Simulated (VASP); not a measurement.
# Rh (P6/mmm) in VASP: single point with PBE

Aim: the single point of Rh with PBE.

Everything below comes from runs of VASP 6.6.1. Logs are shortened: lines on timing, memory, paths and dates and some standing lists are left out, and cuts for length are marked.

## Step 1: The cell of the first run

It takes space group P6/mmm (No. 191, hexagonal). Conventional cell: a = 2.630 Å, b = 2.630 Å, c = 2.567 Å, α = 90.00°, β = 90.00°, γ = 120.00°. Within 3.4 Å of Rh (site symmetry 6/mmm) lie 8 Rh at 2.57 to 2.63 Å.

The cell was generated, and may not be a known phase.

## Step 2: Single point, PBE, collinear spin, ferromagnetic start

INCAR

```
SYSTEM = Rh
ALGO     = Normal         ! electronic algorithm
EDIFF    = 1E-6           ! SCF threshold, eV
ENCUT    = 620            ! plane-wave cutoff, eV
GGA      = PE             ! functional
GGA_COMPAT= .FALSE.      
ISIF     = 2              ! what is computed and relaxed
ISMEAR   = 0              ! smearing method
ISPIN    = 2              ! spin polarisation
LASPH    = .TRUE.         ! aspherical terms in the spheres
LCHARG   = .FALSE.        ! write CHGCAR
LMAXMIX  = 4              ! l up to which the mixer works
LORBIT   = 11             ! projections on sites
LREAL    = .FALSE.        ! projectors in reciprocal space
LWAVE    = .FALSE.        ! write WAVECAR
MAGMOM   = 1              ! initial moments
NBANDS   = 18             ! bands
NELM     = 200            ! most SCF steps
PREC     = Accurate       ! precision mode
SIGMA    = 0.1            ! smearing width, eV
```

KPOINTS

```
k-points
0
G
  6 6 6
  0 0 0
```

POSCAR

```
Rh
1.0
    2.6296524362      0.0000000000      0.0000000000
   -1.3148262181      2.2773458129      0.0000000000
    0.0000000000      0.0000000000      2.5674516724
Rh
1
Direct
    0.0000000000      0.0000000000      0.0000000000
```

Potentials or basis: VASP PAW PBE potentials, release 64 (Rh_sv_GW).

Launch:

```sh
cat potpaw_PBE.64/Rh_sv_GW/POTCAR > POTCAR
mpirun -np 1 vasp_std > vasp.out
```

OUTCAR:

```text
SYSTEM = Rh
   EDIFF = 1E-6
   ENCUT = 620
   GGA = PE
   ISIF = 2
   ISMEAR = 0
   ISPIN = 2
   LASPH = .TRUE.
   LORBIT = 11
   LREAL = .FALSE.
   NELM = 200
   PREC = Accurate

 ion  position               nearest neighbor table
   1  0.000  0.000  0.000-

  LATTYP: Found a hexagonal cell.
 ALAT       =     2.6296524362
 C/A-ratio  =     0.9763463936

  Lattice vectors:

 A1 = (   2.6296524362,   0.0000000000,   0.0000000000)
 A2 = (  -1.3148262181,   2.2773458129,   0.0000000000)
 A3 = (   0.0000000000,   0.0000000000,   2.5674516724)

Analysis of symmetry for initial positions (statically):
=====================================================================
 Subroutine PRICEL returns:
 Original cell was already a primitive cell.

 Routine SETGRP: Setting up the symmetry group for a
 hexagonal supercell.

 Subroutine GETGRP returns: Found 24 space group operations
 (whereof 24 operations were pure point group operations)
 out of a pool of 24 trial point group operations.

The static configuration has the point symmetry D_6h.

Analysis of symmetry for dynamics (positions and initial velocities):
=====================================================================
 Subroutine PRICEL returns:
 Original cell was already a primitive cell.

 Routine SETGRP: Setting up the symmetry group for a
 hexagonal supercell.

 Subroutine GETGRP returns: Found 24 space group operations
 (whereof 24 operations were pure point group operations)
 out of a pool of 24 trial point group operations.

The dynamic configuration has the point symmetry D_6h.

Analysis of structural, dynamic, and magnetic symmetry:
=====================================================================
 Subroutine PRICEL returns:
 Original cell was already a primitive cell.

 Routine SETGRP: Setting up the symmetry group for a
 hexagonal supercell.

 Subroutine GETGRP returns: Found 24 space group operations
 (whereof 24 operations were pure point group operations)
 out of a pool of 24 trial point group operations.

The overall configuration has the point symmetry D_6h.

 Subroutine INISYM returns: Found 24 space group operations
 (whereof 24 operations are pure point group operations),
 and found     1 'primitive' translations

----------------------------------------------------------------------------------------

                                     Primitive cell

  volume of cell :      15.3755

  direct lattice vectors                    reciprocal lattice vectors
     2.629652436  0.000000000  0.000000000     0.380278392  0.219553832  0.000000000
    -1.314826218  2.277345813  0.000000000     0.000000000  0.439107664  0.000000000
     0.000000000  0.000000000  2.567451672     0.000000000  0.000000000  0.389491265

  length of vectors
     2.629652436  2.629652436  2.567451672     0.439107664  0.439107664  0.389491265

  position of ions in fractional coordinates (direct lattice)
     0.000000000  0.000000000  0.000000000

  ion indices of the primitive-cell ions
   primitive index   ion index
                 1           1

----------------------------------------------------------------------------------------

 KPOINTS: k-points

Automatic generation of k-mesh.
 Grid dimensions read from file:
 generate k-points for:    6    6    6

 Generating k-lattice:

  Cartesian coordinates                     Fractional coordinates (reciprocal lattice)
     0.063379732  0.036592305  0.000000000     0.166666667 -0.000000000  0.000000000
     0.000000000  0.073184611  0.000000000     0.000000000  0.166666667  0.000000000
     0.000000000  0.000000000  0.064915211     0.000000000  0.000000000  0.166666667

  Length of vectors
     0.073184611  0.073184611  0.064915211

  Shift w.r.t. Gamma in fractional coordinates (k-lattice)
     0.000000000  0.000000000  0.000000000

 Subroutine IBZKPT returns following result:
 ===========================================

 Found     28 irreducible k-points:

 Following reciprocal coordinates:
            Coordinates               Weight
  0.000000  0.000000  0.000000      1.000000
  0.166667 -0.000000  0.000000      6.000000
  0.333333 -0.000000  0.000000      6.000000
  0.500000 -0.000000  0.000000      3.000000
  0.166667  0.166667  0.000000      6.000000
  0.333333  0.166667  0.000000     12.000000
[... 16 lines left out ...]
  0.166667 -0.000000  0.500000      6.000000
  0.333333 -0.000000  0.500000      6.000000
 [... further k-points ...]
   k-points           NKPTS =     28   k-points in BZ     NKDIM =     28   number of bands    NBANDS=     18
   number of dos      NEDOS =    301   number of ions     NIONS =      1
   total plane-waves  NPLWV =  13824
   dimension x,y,z NGX =    24 NGY =   24 NGZ =   24
   dimension x,y,z NGXF=    48 NGYF=   48 NGZF=   48
   ions per type =               1
   NGX,Y,Z   is equivalent  to a cutoff of  15.17, 15.17, 15.54 a.u.
   NGXF,Y,Z  is equivalent  to a cutoff of  30.35, 30.35, 31.08 a.u.
 SYSTEM =  Rh
   PREC   = accura    normal or accurate (medium, high low for compatibility)
   ISTART =      0    job   : 0-new  1-cont  2-samecut
   ICHARG =      2    charge: 1-file 2-atom 10-const
   ISPIN  =      2    spin polarized calculation?
   LNONCOLLINEAR =      F non collinear calculations
   LSORBIT =      F    spin-orbit coupling
   LASPH  =      T    aspherical Exc in radial PAW
   ENCUT  =  620.0 eV  45.57 Ry    6.75 a.u.   5.34  5.34  5.21*2*pi/ulx,y,z
   NELM   =    200;   NELMIN=  2; NELMDL= -5     # of ELM steps
   EDIFF  = 0.1E-05   stopping-criterion for ELM
   LREAL  =      F    real-space projection
   EDIFFG = 0.1E-04   stopping-criterion for IOM
   NSW    =      0    number of steps for IOM
   IBRION =     -1    ionic relax: 0-MD 1-quasi-New 2-CG
   NFREE  =      0    steps in history (QN), initial steepest desc. (CG)
   ISIF   =      2    stress and relaxation
   ISYM   =      2    0-nonsym 1-usesym 2-fastsym
   POTIM  = 0.5000    time-step for ionic-motion
   TEBEG  =    0.0;   TEEND  =   0.0 temperature during run
   PSTRESS=    0.0 pullay stress
   NELECT =      17.0000    total number of electrons
   NUPDOWN=      -1.0000    fix difference up-down
   EMIN   =  10.00;   EMAX   =-10.00  energy-range for DOS
   EFERMI =   0.00;   METHOD = LEGACY
   ISMEAR =     0;   SIGMA  =   0.10  broadening in eV -4-tet -1-fermi 0-gaus
   EFERMI_NEDOS =   21; number of points for ismear=-14 and -15
   IALGO  =     38    algorithm
   IMIX   =      4    mixing-type and parameters
     AMIX     =   0.40;   BMIX     =  1.00
     AMIX_MAG =   1.60;   BMIX_MAG =  1.00
  volume/ion in A,a.u.               =      15.38       103.76
  Fermi-wavevector in a.u.,A,eV,Ry     =   1.692835  3.198994 38.990079  2.865690
  Thomas-Fermi vector in A             =   2.774350
   LORBIT       =     11    0 simple, 1 ext, 2 COOP (PROOUT), +10 PAW based schemes
   GGA     = PE    functional components
   LHFCALC =     F    Hartree Fock is set to
   AEXX    =    0.0000 exact exchange contribution
   IVDW    =     0    specifies the selected vdW correction
   LEPSILON=     F    determine dielectric tensor
   LRPA    =     F    only Hartree local field effects (RPA)
 spin polarized calculation
 Gauss-broadening in eV      SIGMA  =   0.10
  energy-cutoff  :      620.00
  volume of cell :       15.38
 maximum number of plane-waves:       559
 NGX is ok and might be reduce to    24
   NGX = 11   NGY = 11   NGZ = 11

 number of electron      17.0000002 magnetization       0.0000906

 Free energy of the ion-electron system (eV)
  ---------------------------------------------------
  ext. energy  EPLUGINS =         0.00000000
  ---------------------------------------------------
  free energy    TOTEN  =        -5.78993382 eV

  energy without entropy =       -5.77650716  energy(sigma->0) =       -5.78322049

 E-fermi :   9.0976     XC(G=0): -13.2879

 val. band max:        9.0816162337   @ k =   0.3333  -0.0000   0.1667
 cond. band min:       9.1030881687   @ k =   0.3333  -0.0000   0.0000
 fundamental gap:      0.0214719350
 Fermi energy:         9.0976010535

 spin component 1

 k-point     1 :       0.0000    0.0000    0.0000
  band No.  band energies     occupation
      1     -69.4536      1.00000
      2     -36.9957      1.00000
      3     -36.9957      1.00000
      4     -36.8899      1.00000
      5       1.9971      1.00000
      6       3.9870      1.00000
[... 10 lines left out ...]
     17      37.1907      0.00000
     18      41.9484      0.00000

 k-point     2 :       0.1667   -0.0000    0.0000
  band No.  band energies     occupation
      1     -69.4286      1.00000
      2     -37.1763      1.00000
      3     -37.0385      1.00000
      4     -36.8699      1.00000
      5       2.9500      1.00000
      6       4.3350      1.00000
[... 10 lines left out ...]
     17      39.1520      0.00000
     18      39.5697      0.00000
[... 442 lines left out ...]
 k-point    24 :       0.3333   -0.0000    0.5000
  band No.  band energies     occupation
      1     -69.3125      1.00000
      2     -37.4587      1.00000
      3     -37.4272      1.00000
      4     -37.0688      1.00000
      5       4.2004      1.00000
      6       4.7930      1.00000
[... 10 lines left out ...]
     17      38.1133      0.00000
     18      43.7179      0.00000

 [... further k-points ...]

 spin component 2

 k-point     1 :       0.0000    0.0000    0.0000
  band No.  band energies     occupation
      1     -69.4536      1.00000
      2     -36.9957      1.00000
      3     -36.9957      1.00000
      4     -36.8898      1.00000
      5       1.9971      1.00000
      6       3.9870      1.00000
[... 10 lines left out ...]
     17      37.1908      0.00000
     18      41.9484      0.00000

 k-point     2 :       0.1667   -0.0000    0.0000
  band No.  band energies     occupation
      1     -69.4286      1.00000
      2     -37.1763      1.00000
      3     -37.0384      1.00000
      4     -36.8698      1.00000
      5       2.9500      1.00000
      6       4.3350      1.00000
[... 10 lines left out ...]
     17      39.1520      0.00000
     18      39.5698      0.00000
[... 442 lines left out ...]
 k-point    24 :       0.3333   -0.0000    0.5000
  band No.  band energies     occupation
      1     -69.3124      1.00000
      2     -37.4586      1.00000
      3     -37.4271      1.00000
      4     -37.0687      1.00000
      5       4.2005      1.00000
      6       4.7930      1.00000
[... 10 lines left out ...]
     17      38.1133      0.00000
     18      43.7187      0.00000

 [... further k-points ...]
[... 5 lines left out ...]
  --------------------------------------------------------------------------------------
  -------------------------------------------------------------------------------------
  Total        0.0014955      0.0014955      0.2384124      0.0000000      0.0000000      0.0000000
  in kB        0.1558362      0.1558362     24.8433257      0.0000000      0.0000000      0.0000000
  external PRESSURE =       8.3849994 kB  Pullay stress =       0.0000000 kB

 VOLUME and BASIS-vectors are now :
 -----------------------------------------------------------------------------
  energy-cutoff  :      620.00
  volume of cell :       15.38
      direct lattice vectors                 reciprocal lattice vectors
     2.629652436  0.000000000  0.000000000     0.380278392  0.219553832  0.000000000
    -1.314826218  2.277345813  0.000000000     0.000000000  0.439107664  0.000000000
     0.000000000  0.000000000  2.567451672     0.000000000  0.000000000  0.389491265

 POSITION                                       TOTAL-FORCE (eV/Angst)
 -----------------------------------------------------------------------------------
      0.00000      0.00000      0.00000        -0.000000      0.000000      0.000000
 -----------------------------------------------------------------------------------
    total drift:                                0.000000     -0.000000      0.000000

  FREE ENERGIE OF THE ION-ELECTRON SYSTEM (eV)
  ---------------------------------------------------
  free  energy   TOTEN  =        -5.7899338186 eV

  energy  without entropy=       -5.7765071581  energy(sigma->0) =       -5.78322049

 total charge

# of ion       s       p       d       f       tot
--------------------------------------------------
    1        2.202   6.174   6.539   0.021  14.937

 magnetization (x)

# of ion       s       p       d       f       tot
--------------------------------------------------
    1        0.000   0.000   0.000   0.000   0.000
```

Wall time 20 s (1 thread of AMD EPYC 9R45 (Zen 5), shared host); peak memory 0.13 GiB.

Results:

| Item | Value |
| --- | --- |
| Free energy | -5.7899 eV |
| Pressure | 0.8 GPa |
| Net moment | 0.00 μB per cell |
| Valence electrons inside the program's atomic spheres | Rh 14.94 |

Stress tensor (GPa, compression positive):
```
0.02 0.00 0.00
0.00 0.02 0.00
0.00 0.00 2.48
```

Caveat: the k points lie up to 0.46 Å⁻¹ apart.
